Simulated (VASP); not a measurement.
# TaN (P1) in VASP: a series of runs

TaN is run at these levels: PBE; tasks: single point.

Everything below comes from runs of VASP 6.6.1. Logs are shortened: lines on timing, memory, paths and dates and some standing lists are left out, and cuts for length are marked.

### Step 1. The cell of the first run

The typed cell holds 12 atoms: a = 5.457 Å, b = 5.457 Å, c = 6.108 Å, α = 90.00°, β = 90.00°, γ = 120.00°.

### Step 2. Single point, PBE

Contents of INCAR:

```
PREC = Accurate
ENCUT = 520
EDIFF = 1E-7
ISMEAR = -1
SIGMA = 0.17
LREAL = F
LASPH = T
NELM = 100
ALGO = Normal
ISIF = 2
LWAVE = F
LCHARG = F
GGA = PE
NBANDS = 60
```

Contents of KPOINTS:

```
Automatic mesh
0
Gamma
  2 2 2
```

Contents of POSCAR:

```
TaN
1.0
    5.4568860000      0.0000000000      0.0000000000
   -2.7284430000      4.7258020000      0.0000000000
    0.0000000000      0.0000000000      6.1075020000
Ta N
6 6
Direct
   -0.0043636026      0.0189809053     -0.0239541469
    0.3515281764      0.6949931461      0.2223986173
    0.6634384031      0.3734392596      0.1975439386
    0.0207727996      0.0366710243      0.4723207622
    0.3766635719      0.6890047446      0.7127300163
    0.6936714122      0.3644883979      0.7166432365
    0.4117329498      0.0738075781     -0.0278509937
    0.6249684223      0.6614327050     -0.0431272884
    0.0257883410      0.4005669302     -0.0528857788
    0.3787427826      0.0106860169      0.4609576878
    0.5979495014      0.6401241525      0.4650510143
   -0.0002800143      0.3900290363      0.4708307914
```

Potentials or basis: VASP PAW PBE potentials, release 64 (Ta_pv, N).

Run with:

```sh
> cat potpaw_PBE.64/Ta_pv/POTCAR potpaw_PBE.64/N/POTCAR > POTCAR
> mpirun -np 1 vasp_std > vasp.out
```

OUTCAR:

```text
PREC = Accurate
   ENCUT = 520
   EDIFF = 1E-7
   ISMEAR = -1
   LREAL = F
   LASPH = T
   NELM = 100
   ISIF = 2
   GGA = PE

 ion  position               nearest neighbor table
   1  0.996  0.019  0.976-   8 1.99   9 2.01   7 2.14   4 3.03   4 3.08   3 3.34   5 3.34   2 3.40
                             3 3.44   6 3.45   6 3.48   3 3.52   2 3.53   2 3.55   5 3.56
   2  0.352  0.695  0.222-  11 2.12  10 2.20   8 2.27  12 2.36   9 2.39   7 2.46   3 3.00   5 3.00
                             5 3.12   3 3.21   3 3.26   1 3.40   4 3.47   4 3.51   4 3.53   1 3.53
   3  0.663  0.373  0.198-   7 2.05   8 2.24  11 2.33  10 2.42   9 2.45  12 2.45   6 2.94   2 3.00
                             6 3.18   2 3.21   2 3.26   1 3.34   1 3.44   4 3.47   1 3.52   4 3.56
   4  0.021  0.037  0.472-  12 1.99  10 2.03  11 2.24   1 3.03   1 3.08   5 3.38   5 3.42   6 3.44
                             2 3.47   3 3.47   6 3.51   2 3.51   6 3.51   2 3.53   3 3.56
   5  0.377  0.689  0.713-  11 2.03   8 2.07   9 2.28  10 2.33  12 2.39   7 2.56   2 3.00   6 3.03
                             2 3.12   6 3.19   6 3.23   1 3.34   4 3.38   4 3.42   1 3.56
   6  0.694  0.364  0.717-  12 2.20   7 2.21   9 2.22   8 2.35  11 2.38  10 2.41   3 2.94   5 3.03
                             3 3.18   5 3.19   5 3.23   4 3.44   1 3.45   1 3.48   4 3.51   4 3.51
   7  0.412  0.074  0.972-   3 2.05   1 2.14   6 2.21   2 2.46   5 2.56
   8  0.625  0.661  0.957-   1 1.99   5 2.07   3 2.24   2 2.27   6 2.35
   9  0.026  0.401  0.947-   1 2.01   6 2.22   5 2.28   2 2.39   3 2.45
  10  0.379  0.011  0.461-   4 2.03   2 2.20   5 2.33   6 2.41   3 2.42
  11  0.598  0.640  0.465-   5 2.03   2 2.12   4 2.24   3 2.33   6 2.38
  12  1.000  0.390  0.471-   4 1.99   6 2.20   2 2.36   5 2.39   3 2.45

  LATTYP: Found a hexagonal cell.
 ALAT       =     5.4568860000
 C/A-ratio  =     1.1192284391

  Lattice vectors:

 A1 = (   5.4568860000,   0.0000000000,   0.0000000000)
 A2 = (  -2.7284430000,   4.7258020000,   0.0000000000)
 A3 = (   0.0000000000,   0.0000000000,   6.1075020000)

Analysis of symmetry for initial positions (statically):
=====================================================================
 Subroutine PRICEL returns:
 Original cell was already a primitive cell.

 Routine SETGRP: Setting up the symmetry group for a
 hexagonal supercell.

 Subroutine GETGRP returns: Found  1 space group operations
 (whereof  1 operations were pure point group operations)
 out of a pool of 24 trial point group operations.

The static configuration has the point symmetry C_1 .

Analysis of symmetry for dynamics (positions and initial velocities):
=====================================================================
 Subroutine PRICEL returns:
 Original cell was already a primitive cell.

 Routine SETGRP: Setting up the symmetry group for a
 hexagonal supercell.

 Subroutine GETGRP returns: Found  1 space group operations
 (whereof  1 operations were pure point group operations)
 out of a pool of 24 trial point group operations.

The dynamic configuration has the point symmetry C_1 .

 Subroutine INISYM returns: Found  1 space group operations
 (whereof  1 operations are pure point group operations),
 and found     1 'primitive' translations

----------------------------------------------------------------------------------------

                                     Primitive cell

  volume of cell :     157.5013

  direct lattice vectors                    reciprocal lattice vectors
     5.456886000  0.000000000  0.000000000     0.183254699  0.105802147  0.000000000
    -2.728443000  4.725802000  0.000000000     0.000000000  0.211604295  0.000000000
     0.000000000  0.000000000  6.107502000     0.000000000  0.000000000  0.163733061

  length of vectors
     5.456886000  5.456886085  6.107502000     0.211604298  0.211604295  0.163733061

  position of ions in fractional coordinates (direct lattice)
     0.995636397  0.018980905  0.976045853
     0.351528176  0.694993146  0.222398617
     0.663438403  0.373439260  0.197543939
     0.020772800  0.036671024  0.472320762
     0.376663572  0.689004745  0.712730016
     0.693671412  0.364488398  0.716643236
     0.411732950  0.073807578  0.972149006
     0.624968422  0.661432705  0.956872712
     0.025788341  0.400566930  0.947114221
     0.378742783  0.010686017  0.460957688
     0.597949501  0.640124153  0.465051014
     0.999719986  0.390029036  0.470830791

  ion indices of the primitive-cell ions
   primitive index   ion index
                 1           1
                 2           2
                 3           3
                 4           4
                 5           5
                 6           6
                 7           7
                 8           8
                 9           9
                10          10
                11          11
                12          12

----------------------------------------------------------------------------------------

 KPOINTS: Automatic mesh

Automatic generation of k-mesh.
 Grid dimensions read from file:
 generate k-points for:    2    2    2

 Generating k-lattice:

  Cartesian coordinates                     Fractional coordinates (reciprocal lattice)
     0.091627349  0.052901074  0.000000000     0.500000000  0.000000000  0.000000000
     0.000000000  0.105802147  0.000000000     0.000000000  0.500000000  0.000000000
     0.000000000  0.000000000  0.081866531     0.000000000  0.000000000  0.500000000

  Length of vectors
     0.105802149  0.105802147  0.081866531

  Shift w.r.t. Gamma in fractional coordinates (k-lattice)
     0.000000000  0.000000000  0.000000000

 Subroutine IBZKPT returns following result:
 ===========================================

 Found      8 irreducible k-points:

 Following reciprocal coordinates:
            Coordinates               Weight
  0.000000  0.000000  0.000000      1.000000
  0.500000 -0.000000  0.000000      1.000000
  0.000000  0.500000  0.000000      1.000000
  0.500000  0.500000  0.000000      1.000000
  0.000000  0.000000  0.500000      1.000000
  0.500000 -0.000000  0.500000      1.000000
  0.000000  0.500000  0.500000      1.000000
  0.500000  0.500000  0.500000      1.000000
[... 33 lines left out ...]
   ISMEAR =    -1;   SIGMA  =   0.17  broadening in eV -4-tet -1-fermi 0-gaus
   EFERMI_NEDOS =   21; number of points for ismear=-14 and -15
   IALGO  =     38    algorithm
   IMIX   =      4    mixing-type and parameters
     AMIX     =   0.40;   BMIX     =  1.00
     AMIX_MAG =   1.60;   BMIX_MAG =  1.00
  volume/ion in A,a.u.               =      13.13        88.57
  Fermi-wavevector in a.u.,A,eV,Ry     =   1.388046  2.623027 26.213965  1.926672
  Thomas-Fermi vector in A             =   2.512209
   LORBIT       =      0    0 simple, 1 ext, 2 COOP (PROOUT), +10 PAW based schemes
   GGA     = PE    functional components
   LHFCALC =     F    Hartree Fock is set to
   AEXX    =    0.0000 exact exchange contribution
   IVDW    =     0    specifies the selected vdW correction
   LEPSILON=     F    determine dielectric tensor
   LRPA    =     F    only Hartree local field effects (RPA)
 non-spin polarized calculation
  energy-cutoff  :      520.00
  volume of cell :      157.50
 maximum number of plane-waves:      4256
 NGX is ok and might be reduce to    42
   NGX = 21   NGY = 21   NGZ = 23

 number of electron      96.0000004 magnetization

 Free energy of the ion-electron system (eV)
  ---------------------------------------------------
  ext. energy  EPLUGINS =         0.00000000
  ---------------------------------------------------
  free energy    TOTEN  =      -131.24500867 eV

  energy without entropy =     -130.94214027  energy(sigma->0) =     -131.09357447

 E-fermi :   6.5685     XC(G=0): -12.2055

 val. band max:        6.4503797256   @ k =   0.0000   0.0000   0.0000
 cond. band min:       6.7469273897   @ k =   0.5000  -0.0000   0.5000
 fundamental gap:      0.2965476641
 Fermi energy:         6.5684899190

 k-point     1 :       0.0000    0.0000    0.0000
  band No.  band energies     occupation
      1     -29.6445      2.00000
      2     -29.5402      2.00000
      3     -29.5035      2.00000
      4     -29.4170      2.00000
      5     -29.3755      2.00000
      6     -29.2994      2.00000
[... 52 lines left out ...]
     59       8.9698      0.00000
     60       9.1646      0.00000

 k-point     2 :       0.5000   -0.0000    0.0000
  band No.  band energies     occupation
      1     -29.6342      2.00000
      2     -29.5626      2.00000
      3     -29.5137      2.00000
      4     -29.4054      2.00000
      5     -29.3466      2.00000
      6     -29.2811      2.00000
[... 52 lines left out ...]
     59       9.6174      0.00000
     60       9.6712      0.00000

 k-point     3 :       0.0000    0.5000    0.0000
  band No.  band energies     occupation
      1     -29.6318      2.00000
      2     -29.5650      2.00000
      3     -29.5072      2.00000
      4     -29.4077      2.00000
      5     -29.3541      2.00000
      6     -29.2782      2.00000
[... 52 lines left out ...]
     59       9.5576      0.00000
     60       9.6060      0.00000

 k-point     4 :       0.5000    0.5000    0.0000
  band No.  band energies     occupation
      1     -29.6093      2.00000
      2     -29.5858      2.00000
      3     -29.4642      2.00000
      4     -29.4108      2.00000
      5     -29.3721      2.00000
      6     -29.3173      2.00000
[... 52 lines left out ...]
     59       9.6245      0.00000
     60       9.7666      0.00000

 k-point     5 :       0.0000    0.0000    0.5000
  band No.  band energies     occupation
      1     -29.4843      2.00000
      2     -29.4505      2.00000
      3     -29.4416      2.00000
      4     -29.4123      2.00000
      5     -29.3619      2.00000
      6     -29.3229      2.00000
[... 52 lines left out ...]
     59       8.9514      0.00000
     60       9.0524      0.00000

 k-point     6 :       0.5000   -0.0000    0.5000
  band No.  band energies     occupation
      1     -29.4932      2.00000
      2     -29.4506      2.00000
      3     -29.4368      2.00000
      4     -29.4073      2.00000
      5     -29.3318      2.00000
      6     -29.3100      2.00000
[... 52 lines left out ...]
     59       9.1539      0.00000
     60       9.2741      0.00000

 k-point     7 :       0.0000    0.5000    0.5000
  band No.  band energies     occupation
      1     -29.4751      2.00000
      2     -29.4586      2.00000
      3     -29.4383      2.00000
      4     -29.4169      2.00000
      5     -29.3447      2.00000
      6     -29.3113      2.00000
[... 52 lines left out ...]
     59       9.2468      0.00000
     60       9.4716      0.00000

 k-point     8 :       0.5000    0.5000    0.5000
  band No.  band energies     occupation
      1     -29.4497      2.00000
      2     -29.4351      2.00000
      3     -29.4212      2.00000
      4     -29.3963      2.00000
      5     -29.3827      2.00000
      6     -29.3451      2.00000
[... 52 lines left out ...]
     59       9.2603      0.00000
     60       9.3529      0.00000

------------------------ aborting loop because EDIFF is reached ----------------------------------------

  FORCE on cell =-STRESS in cart. coord.  units (eV):
  Direction    XX          YY          ZZ          XY          YZ          ZX
  --------------------------------------------------------------------------------------
  -------------------------------------------------------------------------------------
  Total      -20.6945037    -21.0613020    -20.5565537     -1.3146389      1.0993878     -0.1200448
  in kB     -210.5142874   -214.2455336   -209.1109950    -13.3731297     11.1834926     -1.2211523
  external PRESSURE =    -211.2902720 kB  Pullay stress =       0.0000000 kB

 VOLUME and BASIS-vectors are now :
 -----------------------------------------------------------------------------
  energy-cutoff  :      520.00
  volume of cell :      157.50
      direct lattice vectors                 reciprocal lattice vectors
     5.456886000  0.000000000  0.000000000     0.183254699  0.105802147  0.000000000
    -2.728443000  4.725802000  0.000000000     0.000000000  0.211604295  0.000000000
     0.000000000  0.000000000  6.107502000     0.000000000  0.000000000  0.163733061

 POSITION                                       TOTAL-FORCE (eV/Angst)
 -----------------------------------------------------------------------------------
      5.38129      0.08970      5.96120         2.029034      1.817828     -0.713108
      0.02200      3.28440      1.35830        -1.444315      0.115040     -0.990042
      2.60140      1.76480      1.20650         1.003638     -0.343834      2.029083
      0.01330      0.17330      2.88470        -0.891001     -2.021034     -0.395617
      0.17550      3.25610      4.35300        -3.186969      0.272619      0.059284
      2.79080      1.72250      4.37690        -0.278547     -0.459626     -0.765227
      2.04540      0.34880      5.93740         0.149311     -1.875727     -0.431731
      1.60570      3.12580      5.84410         0.249300     -1.732097      0.879898
     -0.95220      1.89300      5.78450        -1.196780      1.383097      0.878269
      2.03760      0.05050      2.81530         1.197893      0.949287      0.213306
      1.51640      3.02510      2.84030         2.704925      0.136935     -0.411630
      4.39119      1.84320      2.87560        -0.336489      1.757512     -0.352487
 -----------------------------------------------------------------------------------
    total drift:                               -0.000212     -0.000249      0.000181

  FREE ENERGIE OF THE ION-ELECTRON SYSTEM (eV)
  ---------------------------------------------------
  free  energy   TOTEN  =      -131.2450086725 eV

  energy  without entropy=     -130.9421402675  energy(sigma->0) =     -131.09357447
```

Run time: 3.5 min. Hardware: 1 thread of Intel Xeon Platinum 8375C at 2.90GHz (Ice Lake), shared host; peak memory 0.29 GiB.

What came out:

```
Free energy            : -131.2450 eV
Pressure               : -21.1 GPa
Largest force          : 3.199 eV/Å
Band gap on the k mesh : 0.30 eV (least direct gap 0.55 eV)
```

Forces in eV/Å, atoms in the order of the input:
```
Ta   2.029  1.818 -0.713
Ta  -1.444  0.115 -0.990
Ta   1.004 -0.344  2.029
Ta  -0.891 -2.021 -0.396
Ta  -3.187  0.273  0.059
Ta  -0.279 -0.460 -0.765
N    0.149 -1.876 -0.432
N    0.249 -1.732  0.880
N   -1.197  1.383  0.878
N    1.198  0.949  0.213
N    2.705  0.137 -0.412
N   -0.336  1.758 -0.352
```

Stress tensor (GPa, compression positive):
```
-21.05  -1.34  -0.12
 -1.34 -21.42   1.12
 -0.12   1.12 -20.91
```

Levels at points of the mesh, in eV from the valence-band top:
```tsv
k point	band 45	band 46	band 47	band 48	band 49	band 50	band 51	band 52
(0.00, 0.00, 0.00)	-1.76	-1.23	-0.51	0.00	0.68	0.98	1.33	1.52
(0.50, 0.00, 0.00)	-2.04	-1.69	-1.25	-0.47	0.44	1.01	1.48	1.68
(0.00, 0.50, 0.00)	-2.11	-1.61	-1.29	-0.25	0.59	1.08	1.43	1.71
(0.50, 0.50, 0.00)	-1.96	-1.72	-1.09	-0.02	0.64	1.06	1.45	1.77
(0.00, 0.00, 0.50)	-1.19	-1.01	-0.71	-0.48	0.34	0.46	1.47	1.61
(0.50, 0.00, 0.50)	-1.45	-1.21	-0.91	-0.61	0.30	0.71	1.15	1.27
(0.00, 0.50, 0.50)	-1.39	-1.23	-0.76	-0.18	0.36	0.61	0.98	1.16
(0.50, 0.50, 0.50)	-1.45	-1.24	-0.42	-0.11	0.63	0.77	0.86	1.01
```

Caveat: the k points lie up to 0.66 Å⁻¹ apart; the atoms stand as in a frame of molecular dynamics; spin-orbit coupling is left out, which moves the levels of the heavy elements; forces of over 1 eV/Å act on the atoms, so gaps and moduli don't describe the material at rest.

### Step 3. Single point, PBE

Contents of INCAR:

```
  PREC = Accurate
  ENCUT = 520
  EDIFF = 1E-7
  ISMEAR = -1
  SIGMA = 0.17
  LREAL = F
  LASPH = T
  NELM = 100
  ALGO = Normal
  ISIF = 2
  LWAVE = F
  LCHARG = T
  GGA = PE
  LELF = T
  LVHAR = T
  NBANDS = 60
```

KPOINTS is that of step 2.

Contents of POSCAR:

```
TaN
1.0
    5.4568860000      0.0000000000      0.0000000000
   -2.7284430000      4.7258020000      0.0000000000
    0.0000000000      0.0000000000      6.1075020000
Ta N
6 6
Direct
    0.0212692411      0.0278048043     -0.0229390019
    0.3024131876      0.6704682084      0.2075480286
    0.7360541460      0.4030003796      0.2100531445
    0.0028436899      0.0011426632      0.5019728197
    0.3687381987      0.7357904542      0.7061152006
    0.6741577962      0.3497607390      0.6883174168
    0.3798071391      0.0165897767     -0.0003602127
    0.6411755013      0.6470436129     -0.0341219700
    0.0151240006      0.3844426830     -0.0500531969
    0.3541763817     -0.0132675893      0.4741218259
    0.5962116602      0.6351091307      0.4562585489
    0.0035682508      0.3726563237      0.5126973352
```

Potentials or basis: VASP PAW PBE potentials, release 64 (Ta_pv, N).

Run with:

```sh
> cat potpaw_PBE.64/Ta_pv/POTCAR potpaw_PBE.64/N/POTCAR > POTCAR
> mpirun -np 1 vasp_std > vasp.out
```

Wall time 3.6 min (1 thread of Intel Xeon Platinum 8375C at 2.90GHz (Ice Lake), shared host); peak memory 0.29 GiB.

It converged, with:

| Item | Value |
| --- | --- |
| Free energy | -129.8457 eV |
| Pressure | -16.6 GPa |
| Largest force | 3.974 eV/Å |
| Band gap on the k mesh | zero (bands 48 and 49 overlap by 0.38 eV) |

Forces on the atoms (eV/Å):
```
Ta  -0.671 -1.807 -0.079
Ta   2.183  1.104  0.718
Ta  -2.560 -1.908 -0.109
Ta  -1.648 -0.445 -1.562
Ta   0.123 -3.478  1.920
Ta  -0.064  0.498  2.459
N    1.681  0.484 -1.213
N   -0.260 -0.304 -0.014
N   -1.166  2.352  0.446
N    1.583  1.681 -0.927
N    1.307 -0.205  0.494
N   -0.508  2.028 -2.132
```

Stress tensor (GPa, compression positive):
```
-15.67   1.67  -1.11
  1.67 -17.28  -3.25
 -1.11  -3.25 -16.82
```

Levels at points of the mesh, in eV from the Fermi level:
```csv
k point,band 45,band 46,band 47,band 48,band 49,band 50,band 51,band 52
"(0.00, 0.00, 0.00)",-1.73,-0.93,-0.63,-0.05,0.42,0.60,1.17,1.34
"(0.50, 0.00, 0.00)",-1.93,-1.81,-1.25,0.03,0.21,0.48,1.09,1.87
"(0.00, 0.50, 0.00)",-2.06,-1.62,-1.19,-0.34,0.40,0.97,1.18,1.50
"(0.50, 0.50, 0.00)",-1.89,-1.80,-0.99,-0.42,-0.17,1.11,1.32,1.58
"(0.00, 0.00, 0.50)",-1.36,-0.90,-0.75,-0.59,0.11,0.51,1.10,1.30
"(0.50, 0.00, 0.50)",-1.48,-1.22,-0.83,0.21,0.28,0.41,1.04,1.34
"(0.00, 0.50, 0.50)",-1.44,-1.18,-0.69,-0.01,0.18,0.30,1.03,1.29
"(0.50, 0.50, 0.50)",-1.43,-1.04,-0.93,-0.49,0.17,0.48,0.96,1.25
```

Caveat: the k points lie up to 0.66 Å⁻¹ apart; the atoms stand as in a frame of molecular dynamics; spin-orbit coupling is left out, which moves the levels of the heavy elements; forces of over 1 eV/Å act on the atoms, so gaps and moduli don't describe the material at rest.
